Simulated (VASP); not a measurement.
# MnSb (P6_3/mmc) in VASP: notebook

The runs below take MnSb through single point, with LDA.

Everything below comes from runs of VASP 6.6.1. Logs are shortened: lines on timing, memory, paths and dates and some standing lists are left out, and cuts for length are marked.

## Step 1: The cell of the first run

Symmetry: P6_3/mmc, No. 194, hexagonal system. The conventional cell has a = 4.157 Å, b = 4.157 Å, c = 5.765 Å, α = 90.00°, β = 90.00°, γ = 120.00°. Within 3.7 Å of Sb (site symmetry -6m2) lie 6 Mn at 2.80 Å. Mn (site symmetry -3m) has 6 Sb at 2.80 Å and 2 Mn at 2.88 Å within 3.7 Å.

## Step 2: Single point, LDA, collinear spin, ferromagnetic start

Input file INCAR:

```
PREC = Accurate
ENCUT = 520
EDIFF = 1E-6
ISMEAR = -1
SIGMA = 0.1
LREAL = F
LASPH = T
NELM = 150
ALGO = Normal
ISIF = 2
LWAVE = F
LCHARG = F
ISPIN = 2
MAGMOM = 0 0 0 0 4.5 4.5 4.5 4.5
LORBIT = 11
LMAXMIX = 4
GGA = CA
NBANDS = 50
```

Input file KPOINTS:

```
regular mesh
0
Gamma
  7 7 2
```

Input file POSCAR:

```
MnSb
1.0
    4.1570010400      0.0000000000      0.0000000000
   -2.0785005200      3.6000685000      0.0000000000
    0.0000000000      0.0000000000     11.5300000000
Sb Mn
4 4
Direct
    0.3333333300      0.6666666700      0.1250000000
    0.3333333300      0.6666666700      0.6250000000
    0.6666666700      0.3333333300      0.3750000000
    0.6666666700      0.3333333300      0.8750000000
    0.0000000000      0.0000000000      0.0000000000
    0.0000000000      0.0000000000      0.5000000000
    0.0000000000      0.0000000000      0.2500000000
    0.0000000000      0.0000000000      0.7500000000
```

Potentials or basis: VASP PAW LDA potentials, release 64 (Sb, Mn_pv).

Launch:

```console
> cat potpaw_LDA.64/Sb/POTCAR potpaw_LDA.64/Mn_pv/POTCAR > POTCAR
> mpirun -np 1 vasp_std > vasp.out
```

OUTCAR:

```text
PREC = Accurate
   ENCUT = 520
   EDIFF = 1E-6
   ISMEAR = -1
   LREAL = F
   LASPH = T
   NELM = 150
   ISIF = 2
   ISPIN = 2
   LORBIT = 11
   GGA = CA

 ion  position               nearest neighbor table
   1  0.333  0.667  0.125-   5 2.80   7 2.80   5 2.80   7 2.80   5 2.80   7 2.80   3 3.75   4 3.75
                             3 3.75   4 3.75   3 3.75   4 3.75
   2  0.333  0.667  0.625-   6 2.80   8 2.80   6 2.80   8 2.80   6 2.80   8 2.80   3 3.75   4 3.75
                             3 3.75   4 3.75   3 3.75   4 3.75
   3  0.667  0.333  0.375-   6 2.80   7 2.80   6 2.80   7 2.80   6 2.80   7 2.80   1 3.75   2 3.75
                             1 3.75   2 3.75   1 3.75   2 3.75
   4  0.667  0.333  0.875-   5 2.80   8 2.80   5 2.80   8 2.80   5 2.80   8 2.80   1 3.75   2 3.75
                             1 3.75   2 3.75   1 3.75   2 3.75
   5  0.000  0.000  0.000-   1 2.80   4 2.80   1 2.80   4 2.80   4 2.80   1 2.80   7 2.88   8 2.88
[... 13 lines left out ...]
 A1 = (   4.1570010400,   0.0000000000,   0.0000000000)
 A2 = (  -2.0785005200,   3.6000685000,   0.0000000000)
 A3 = (   0.0000000000,   0.0000000000,  11.5300000000)

Analysis of symmetry for initial positions (statically):
=====================================================================
 Subroutine PRICEL returns following result:

  LATTYP: Found a hexagonal cell.
 ALAT       =     4.1570010400
 C/A-ratio  =     1.3868170695
[... 12 lines left out ...]
 Subroutine GETGRP returns: Found 24 space group operations
 (whereof 12 operations were pure point group operations)
 out of a pool of 24 trial point group operations.

The static configuration has the point symmetry D_3d.
 The point group associated with its full space group is D_6h.

Analysis of symmetry for dynamics (positions and initial velocities):
=====================================================================
 Subroutine PRICEL returns following result:

  LATTYP: Found a hexagonal cell.
 ALAT       =     4.1570010400
 C/A-ratio  =     1.3868170695
[... 12 lines left out ...]
 Subroutine GETGRP returns: Found 24 space group operations
 (whereof 12 operations were pure point group operations)
 out of a pool of 24 trial point group operations.

The dynamic configuration has the point symmetry D_3d.
 The point group associated with its full space group is D_6h.

Analysis of structural, dynamic, and magnetic symmetry:
=====================================================================
 Subroutine PRICEL returns following result:

  LATTYP: Found a hexagonal cell.
 ALAT       =     4.1570010400
 C/A-ratio  =     1.3868170695
[... 12 lines left out ...]
 Subroutine GETGRP returns: Found 24 space group operations
[... 142 lines left out ...]
  ---------------------------------------------------
  free energy    TOTEN  =       -57.57698739 eV

  energy without entropy =      -57.39739035  energy(sigma->0) =      -57.48718887

 E-fermi :   7.3976     XC(G=0): -10.8403

 val. band max:        7.3458280401   @ k =   0.1429  -0.0000   0.0000
 cond. band min:       7.4723305844   @ k =   0.2857   0.0000   0.0000
 fundamental gap:      0.1265025443
 Fermi energy:         7.3975607360

 spin component 1

 k-point     1 :       0.0000    0.0000    0.0000
  band No.  band energies     occupation
      1     -41.7744      1.00000
      2     -41.7744      1.00000
      3     -41.7704      1.00000
      4     -41.7704      1.00000
      5     -41.7704      1.00000
      6     -41.7704      1.00000
[... 805 lines left out ...]
     47       9.4198      0.00000
     48       9.4198      0.00000
 Fermi energy:         7.3975607360

 spin component 2

 k-point     1 :       0.0000    0.0000    0.0000
  band No.  band energies     occupation
      1     -38.6576      1.00000
      2     -38.6576      1.00000
      3     -38.6528      1.00000
      4     -38.6528      1.00000
      5     -38.6528      1.00000
      6     -38.6528      1.00000
[... 805 lines left out ...]
     47      10.4919      0.00000
     48      10.4919      0.00000
 [bands above 48 left out]

------------------------ aborting loop because EDIFF is reached ----------------------------------------

  FORCE on cell =-STRESS in cart. coord.  units (eV):
  Direction    XX          YY          ZZ          XY          YZ          ZX
  --------------------------------------------------------------------------------------
  -------------------------------------------------------------------------------------
  Total      -11.8122345    -11.8122344    -12.7966113      0.0000000     -0.0000000     -0.0000000
  in kB     -109.6787359   -109.6787356   -118.8188527      0.0000000     -0.0000000     -0.0000000
  external PRESSURE =    -112.7254414 kB  Pullay stress =       0.0000000 kB

 VOLUME and BASIS-vectors are now :
 -----------------------------------------------------------------------------
  energy-cutoff  :      520.00
  volume of cell :      172.55
      direct lattice vectors                 reciprocal lattice vectors
     4.157001040  0.000000000  0.000000000     0.240558035  0.138886246  0.000000000
    -2.078500520  3.600068500  0.000000000     0.000000000  0.277772492  0.000000000
     0.000000000  0.000000000 11.530000000     0.000000000  0.000000000  0.086730269

 POSITION                                       TOTAL-FORCE (eV/Angst)
 -----------------------------------------------------------------------------------
     -0.00000      2.40005      1.44125        -0.000000      0.000000     -0.000000
     -0.00000      2.40005      7.20625        -0.000000      0.000000     -0.000000
      2.07850      1.20002      4.32375         0.000000     -0.000000     -0.000000
      2.07850      1.20002     10.08875         0.000000     -0.000000     -0.000000
      0.00000      0.00000      0.00000         0.000000      0.000000      0.000000
      0.00000      0.00000      5.76500        -0.000000      0.000000      0.000000
      0.00000      0.00000      2.88250        -0.000000      0.000000      0.000000
      0.00000      0.00000      8.64750        -0.000000      0.000000      0.000000
 -----------------------------------------------------------------------------------
    total drift:                               -0.000026      0.000015     -0.000008

  FREE ENERGIE OF THE ION-ELECTRON SYSTEM (eV)
  ---------------------------------------------------
  free  energy   TOTEN  =       -57.5769873920 eV

  energy  without entropy=      -57.3973903484  energy(sigma->0) =      -57.48718887

 total charge

# of ion       s       p       d       tot
------------------------------------------
    1        1.150   1.258   0.044   2.452
    2        1.150   1.258   0.044   2.452
    3        1.150   1.258   0.044   2.452
    4        1.150   1.258   0.044   2.452
    5        0.277   6.202   5.069  11.548
    6        0.277   6.202   5.069  11.548
    7        0.277   6.202   5.069  11.548
    8        0.277   6.202   5.069  11.548
--------------------------------------------------
tot          5.705  29.840  20.453  55.997

 magnetization (x)

# of ion       s       p       d       tot
------------------------------------------
    1        0.009  -0.117   0.006  -0.103
    2        0.009  -0.117   0.006  -0.103
    3        0.009  -0.117   0.006  -0.103
    4        0.009  -0.117   0.006  -0.103
    5        0.029   0.019   3.123   3.171
    6        0.029   0.019   3.123   3.171
    7        0.029   0.019   3.123   3.171
    8        0.029   0.019   3.123   3.171
--------------------------------------------------
tot          0.150  -0.393  12.517  12.274
```

stdout:

```text
POSCAR found type information on POSCAR SbMn
 POSCAR found :  2 types and       8 ions
 scaLAPACK will be used
 LDA part: xc-table for (Slater(with rela. corr.)+CA(PZ))
 , standard interpolation
 POSCAR, INCAR and KPOINTS ok, starting setup
 FFT: planning ... GRIDC
 FFT: planning ... GRID_SOFT
 FFT: planning ... GRID
 WAVECAR not read
 entering main loop
```

Run time: 2.7 min. Hardware: 1 thread of Intel Xeon 6975P-C (Granite Rapids), shared host; peak memory 0.36 GiB.

Results:

- Free energy: -57.5770 eV
- Pressure: -11.3 GPa
- Net moment: 12.69 μB per cell
- Site moments: Sb -0.10; Mn +3.17 μB
- Valence electrons inside the program's atomic spheres: Sb 2.45; Mn 11.55

Levels at points of the mesh, in eV from the Fermi level:
Spin up:
| k point | band 40 | band 41 | band 42 | band 43 | band 44 | band 45 |
| --- | --- | --- | --- | --- | --- | --- |
| (0.00, 0.00, 0.00) | 0.50 | 0.50 | 1.78 | 1.78 | 1.78 | 1.78 |
| (0.00, 0.00, 0.50) | 0.99 | 0.99 | 0.99 | 1.15 | 1.15 | 2.23 |
Spin down:
```
           k point  band 27  band 28  band 29  band 30  band 31  band 32
(0.00, 0.00, 0.00)    -0.20    -0.20     0.17     0.17     0.31     0.31
(0.00, 0.00, 0.50)    -0.69    -0.69    -0.06    -0.06    -0.06    -0.06
```

Caveat: spin-orbit coupling is left out, which moves the levels of the heavy elements; only a ferromagnetic start was run, and an antiferromagnetic order may lie lower in energy.

## Step 3: Single point, LDA, collinear spin, antiferromagnetic start

Input file INCAR:

```
SYSTEM = MnSb
ALGO = Normal
EDIFF = 1E-6
ENCUT = 520
GGA = CA
ISIF = 2
ISMEAR = -1
ISPIN = 2
LASPH = .TRUE.
LCHARG = .FALSE.
LMAXMIX = 4
LORBIT = 11
LREAL = .FALSE.
LWAVE = .FALSE.
MAGMOM = 0 0 0 0 4.5 4.5 -4.5 -4.5
NBANDS = 50
NELM = 150
PREC = Accurate
SIGMA = 0.1
```

Input file KPOINTS:

```
k-points
0
G
  7 7 2
  0 0 0
```

POSCAR is that of step 2.

Potentials or basis: VASP PAW LDA potentials, release 64 (Sb, Mn_pv).

Launch:

```console
> cat potpaw_LDA.64/Sb/POTCAR potpaw_LDA.64/Mn_pv/POTCAR > POTCAR
> mpirun -np 1 vasp_std > vasp.out
```

Run time: 2.7 min. Hardware: 1 thread of Intel Xeon 6975P-C (Granite Rapids), shared host; peak memory 0.36 GiB.

It converged, with:

| Property | Result |
| --- | --- |
| Free energy | -57.2169 eV |
| Pressure | -11.9 GPa |
| Band gap on the k mesh | zero (filled and empty bands overlap) |
| Net moment | 0.00 μB per cell |
| Site moments | Sb +0.00; Mn +3.07, -3.07 μB |
| Valence electrons inside the program's atomic spheres | Sb 2.45; Mn 11.55 |

Stress tensor (GPa, compression positive):
```
-11.83   0.00   0.00
  0.00 -11.83   0.00
  0.00   0.00 -12.02
```

Levels at points of the mesh, in eV from the Fermi level:
Spin up:
```
           k point  band 33  band 34  band 35  band 36  band 37  band 38  band 39  band 40
(0.00, 0.00, 0.00)    -0.56     0.27     0.27     0.54     0.54     0.60     0.60     0.73
(0.00, 0.00, 0.50)     0.33     0.33     0.33     0.33     0.77     0.77     1.32     1.32
```
Spin down:
| k point | band 32 | band 33 | band 34 | band 35 | band 36 | band 37 | band 38 | band 39 | band 40 | band 41 |
| --- | --- | --- | --- | --- | --- | --- | --- | --- | --- | --- |
| (0.00, 0.00, 0.00) | -0.75 | -0.56 | 0.27 | 0.27 | 0.54 | 0.54 | 0.60 | 0.60 | 0.73 | 1.34 |
| (0.00, 0.00, 0.50) | -1.21 | 0.33 | 0.33 | 0.33 | 0.33 | 0.77 | 0.77 | 1.32 | 1.32 | 1.33 |

Caveat: spin-orbit coupling is left out, which moves the levels of the heavy elements.

## Step 4: Single point, LDA, collinear spin, antiferromagnetic start

Input file INCAR:

```
SYSTEM = MnSb
PREC     = Accurate       ! precision mode
ENCUT    = 520            ! plane-wave cutoff, eV
EDIFF    = 1E-7           ! SCF threshold, eV
ISMEAR   = -1             ! smearing method
SIGMA    = 0.1            ! smearing width, eV
LREAL    = .FALSE.        ! projectors in reciprocal space
LASPH    = .TRUE.         ! aspherical terms in the spheres
NELM     = 150            ! most SCF steps
ALGO     = Normal         ! electronic algorithm
ISIF     = 2              ! what is computed and relaxed
LWAVE    = .FALSE.        ! write WAVECAR
LCHARG   = .TRUE.         ! write CHGCAR
ISPIN    = 2              ! spin polarisation
MAGMOM   = 0 0 0 0 4.5 -4.5 4.5 -4.5 ! initial moments
LORBIT   = 11             ! projections on sites
LMAXMIX  = 4              ! l up to which the mixer works
GGA      = CA             ! functional
LELF     = .TRUE.         ! ELF
LVHAR    = .TRUE.       
NBANDS   = 50             ! bands
```

Input file KPOINTS:

```
regular mesh
0
G
  7 7 2
  0 0 0
```

POSCAR is that of step 3.

Launch:

```console
> cat potpaw_LDA.64/Sb/POTCAR potpaw_LDA.64/Mn_pv/POTCAR > POTCAR
> mpirun -np 1 vasp_std > vasp.out
```

It took 7.6 min on 1 thread of AMD EPYC 7R13 (Zen 3), shared host; peak memory 0.33 GiB.

Results (log left out):

```yaml
Free_energy: -57.4547 eV
Pressure: -12.5 GPa
Largest_force: 0.077 eV/Å
Band_gap_on_the_k_mesh: zero (filled and empty bands overlap)
Net_moment: 0.00 μB per cell
Site_moments: Sb -0.10, +0.10, +0.00; Mn +3.07, -3.07 μB
Valence_electrons_inside_the_program's_atomic_spheres: Sb 2.44, 2.45; Mn 11.55
```

Forces on the atoms (eV/Å):
```
Sb   0.000  0.000  0.000
Sb   0.000  0.000  0.000
Sb   0.000  0.000  0.000
Sb   0.000  0.000  0.000
Mn   0.000  0.000 -0.077
Mn   0.000  0.000 -0.077
Mn   0.000  0.000  0.077
Mn   0.000  0.000  0.077
```

Stress tensor (GPa, compression positive):
```
-11.98   0.00   0.00
  0.00 -11.98   0.00
  0.00   0.00 -13.44
```

Levels at points of the mesh, in eV from the Fermi level:
Spin up:
| k point | band 33 | band 34 | band 35 | band 36 | band 37 | band 38 | band 39 | band 40 |
| --- | --- | --- | --- | --- | --- | --- | --- | --- |
| (0.00, 0.00, 0.00) | -0.44 | 0.04 | 0.04 | 0.30 | 0.58 | 0.58 | 0.71 | 0.71 |
| (0.00, 0.00, 0.50) | 0.06 | 0.06 | 0.12 | 0.57 | 0.57 | 1.11 | 1.17 | 1.17 |
Spin down:
```tsv
k point	band 33	band 34	band 35	band 36	band 37	band 38	band 39	band 40
(0.00, 0.00, 0.00)	-0.44	0.04	0.04	0.30	0.58	0.58	0.71	0.71
(0.00, 0.00, 0.50)	0.06	0.06	0.12	0.57	0.57	1.11	1.17	1.17
```

Caveat: spin-orbit coupling is left out, which moves the levels of the heavy elements.

## Step 5: Single point, LDA, collinear spin, ferromagnetic start

Input file INCAR:

```
  PREC = Accurate
  ENCUT = 520
  EDIFF = 1E-6
  ISMEAR = -1
  SIGMA = 0.1
  LREAL = False
  LASPH = True
  NELM = 150
  ALGO = Normal
  ISIF = 2
  LWAVE = False
  LCHARG = False
  ISPIN = 2
  MAGMOM = 0 0 0 0 4.5 4.5 4.5 4.5
  LORBIT = 11
  LMAXMIX = 4
  GGA = CA
  NBANDS = 50
```

Input file KPOINTS:

```
regular mesh
0
Gamma
  7 7 2
```

POSCAR is that of step 4.

Potentials or basis: VASP PAW LDA potentials, release 64 (Sb, Mn_pv).

Launch:

```console
> cat potpaw_LDA.64/Sb/POTCAR potpaw_LDA.64/Mn_pv/POTCAR > POTCAR
> mpirun -np 1 vasp_std > vasp.out
```

OUTCAR:

```text
PREC = Accurate
   ENCUT = 520
   EDIFF = 1E-6
   ISMEAR = -1
   LREAL = False
   LASPH = True
   NELM = 150
   ISIF = 2
   ISPIN = 2
   LORBIT = 11
   GGA = CA

 ion  position               nearest neighbor table
   1  0.333  0.667  0.125-   5 2.80   7 2.80   5 2.80   7 2.80   5 2.80   7 2.80   3 3.75   4 3.75
                             3 3.75   4 3.75   3 3.75   4 3.75
   2  0.333  0.667  0.625-   6 2.80   8 2.80   6 2.80   8 2.80   6 2.80   8 2.80   3 3.75   4 3.75
                             3 3.75   4 3.75   3 3.75   4 3.75
   3  0.667  0.333  0.375-   6 2.80   7 2.80   6 2.80   7 2.80   6 2.80   7 2.80   1 3.75   2 3.75
                             1 3.75   2 3.75   1 3.75   2 3.75
   4  0.667  0.333  0.875-   5 2.80   8 2.80   5 2.80   8 2.80   5 2.80   8 2.80   1 3.75   2 3.75
                             1 3.75   2 3.75   1 3.75   2 3.75
   5  0.000  0.000  0.000-   1 2.80   4 2.80   1 2.80   4 2.80   4 2.80   1 2.80   7 2.88   8 2.88
[... 13 lines left out ...]
 A1 = (   4.1570010400,   0.0000000000,   0.0000000000)
 A2 = (  -2.0785005200,   3.6000685000,   0.0000000000)
 A3 = (   0.0000000000,   0.0000000000,  11.5300000000)

Analysis of symmetry for initial positions (statically):
=====================================================================
 Subroutine PRICEL returns following result:

  LATTYP: Found a hexagonal cell.
[... 1872 lines left out ...]
  volume of cell :      172.55
      direct lattice vectors                 reciprocal lattice vectors
     4.157001040  0.000000000  0.000000000     0.240558035  0.138886246  0.000000000
    -2.078500520  3.600068500  0.000000000     0.000000000  0.277772492  0.000000000
     0.000000000  0.000000000 11.530000000     0.000000000  0.000000000  0.086730269

 POSITION                                       TOTAL-FORCE (eV/Angst)
 -----------------------------------------------------------------------------------
     -0.00000      2.40005      1.44125        -0.000000      0.000000     -0.000000
     -0.00000      2.40005      7.20625        -0.000000      0.000000     -0.000000
      2.07850      1.20002      4.32375         0.000000     -0.000000     -0.000000
      2.07850      1.20002     10.08875         0.000000     -0.000000     -0.000000
      0.00000      0.00000      0.00000         0.000000      0.000000      0.000000
      0.00000      0.00000      5.76500        -0.000000      0.000000      0.000000
      0.00000      0.00000      2.88250        -0.000000      0.000000      0.000000
      0.00000      0.00000      8.64750        -0.000000      0.000000      0.000000
 -----------------------------------------------------------------------------------
    total drift:                               -0.000026      0.000015     -0.000008

  FREE ENERGIE OF THE ION-ELECTRON SYSTEM (eV)
  ---------------------------------------------------
  free  energy   TOTEN  =       -57.5769873920 eV

  energy  without entropy=      -57.3973903484  energy(sigma->0) =      -57.48718887

 total charge

# of ion       s       p       d       tot
------------------------------------------
    1        1.150   1.258   0.044   2.452
    2        1.150   1.258   0.044   2.452
    3        1.150   1.258   0.044   2.452
    4        1.150   1.258   0.044   2.452
    5        0.277   6.202   5.069  11.548
    6        0.277   6.202   5.069  11.548
    7        0.277   6.202   5.069  11.548
    8        0.277   6.202   5.069  11.548
--------------------------------------------------
tot          5.705  29.840  20.453  55.997

 magnetization (x)

# of ion       s       p       d       tot
------------------------------------------
    1        0.009  -0.117   0.006  -0.103
    2        0.009  -0.117   0.006  -0.103
    3        0.009  -0.117   0.006  -0.103
    4        0.009  -0.117   0.006  -0.103
    5        0.029   0.019   3.123   3.171
    6        0.029   0.019   3.123   3.171
    7        0.029   0.019   3.123   3.171
    8        0.029   0.019   3.123   3.171
--------------------------------------------------
tot          0.150  -0.393  12.517  12.274
```

Run time: 6 min. Hardware: 1 thread of Intel Xeon 6975P-C, shared host; peak memory 0.37 GiB.

Results:

```yaml
Free_energy: -57.5770 eV
Pressure: -11.3 GPa
Net_moment: 12.69 μB per cell
Site_moments: Sb -0.10; Mn +3.17 μB
Valence_electrons_inside_the_program's_atomic_spheres: Sb 2.45; Mn 11.55
```

Levels at points of the mesh, in eV from the Fermi level:
Spin up:
```tsv
k point	band 40	band 41	band 42	band 43	band 44	band 45
(0.00, 0.00, 0.00)	0.50	0.50	1.78	1.78	1.78	1.78
(0.00, 0.00, 0.50)	0.99	0.99	0.99	1.15	1.15	2.23
```
Spin down:
```tsv
k point	band 26	band 27	band 28	band 29	band 30	band 31	band 32	band 33
(0.00, 0.00, 0.00)	-0.93	-0.20	-0.20	0.17	0.17	0.31	0.31	0.31
(0.00, 0.00, 0.50)	-0.69	-0.69	-0.69	-0.06	-0.06	-0.06	-0.06	0.72
```

Caveat: spin-orbit coupling is left out, which moves the levels of the heavy elements; only a ferromagnetic start was run, and an antiferromagnetic order may lie lower in energy.
